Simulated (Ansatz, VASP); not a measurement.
## ZrB2: VASP beside Ansatz

Contents of INCAR:

```
SYSTEM = ZrB2
PREC = Accurate
ENCUT = 520
EDIFF = 1E-8
ISMEAR = -1
SIGMA = 0.05
LREAL = .False.
LASPH = .True.
NELM = 80
ALGO = Normal
ISIF = 2
LWAVE = .False.
LCHARG = .False.
GGA = PE
LEFG = .True.
NBANDS = 16
```

The input KPOINTS:

```
regular mesh
0
Gamma
  12 12 9
  0 0 0
```

POSCAR

```
ZrB2
1.0
    3.2270744050      0.0000000000      0.0000000000
   -1.6135372026      2.7947284147      0.0000000000
    0.0000000000      0.0000000000      3.5890371349
Zr B
1 2
Direct
    0.0000000000      0.0000000000      0.0000000000
    0.3333333333      0.6666666667      0.5000000000
    0.6666666667      0.3333333333      0.5000000000
```

Input for Ansatz:

```yaml
crystal:
  lattice:
    - [3.227074405, 0.0, 0.0]
    - [-1.6135372026, 2.7947284147, 0.0]
    - [0.0, 0.0, 3.5890371349]
  atoms:
    - { symbol: Zr, position: [0.0, 0.0, 0.0] }
    - { symbol: B, position: [0.3333333333, 0.6666666667, 0.5] }
    - { symbol: B, position: [0.6666666667, 0.3333333333, 0.5] }
kpoints:
  mp_grid: { grid: [12, 12, 9] }
scf:
  occupations: { method: fermi_dirac, width: 0.05 }
hamiltonian:
  xc: pbe
  pseudopotentials: { kind: all_electron, datasets: crystal }
output:
  forces: true
  stress: true
  eigenvalues: true
  efg: { contact_densities: true }
```

Change from the starting cell: volume scaled by 1.06, crystal datasets.

Alike in both runs: task electric field gradients; functional PBE; k mesh 12 × 12 × 9; occupations fermi-dirac, width 0.05 eV; no spin polarisation.

|  | VASP | Ansatz |
| --- | --- | --- |
| version | VASP 6.6.1 | Ansatz 0.2.0 |
| potentials or method | VASP PAW PBE potentials, release 64 (Zr_sv, B), cutoff 520 eV | all-electron PAW with datasets made for the crystal, scalar-relativistic |

Ansatz gave:

| Item | Value |
| --- | --- |
| pressure (GPa) | -10.5 |
| traceless stress, the component that is largest in VASP (GPa) | 1.73 |
| size of Vzz on the site where it differs most (V/Å²) | 43.6 |

What did VASP give for the same quantities?

Pressure (GPa): -10.4; traceless stress, the component that is largest in VASP (GPa): 1.73; size of Vzz on the site where it differs most (V/Å²): 40.2.

Ansatz ran all-electron here, and VASP with PAW potentials.
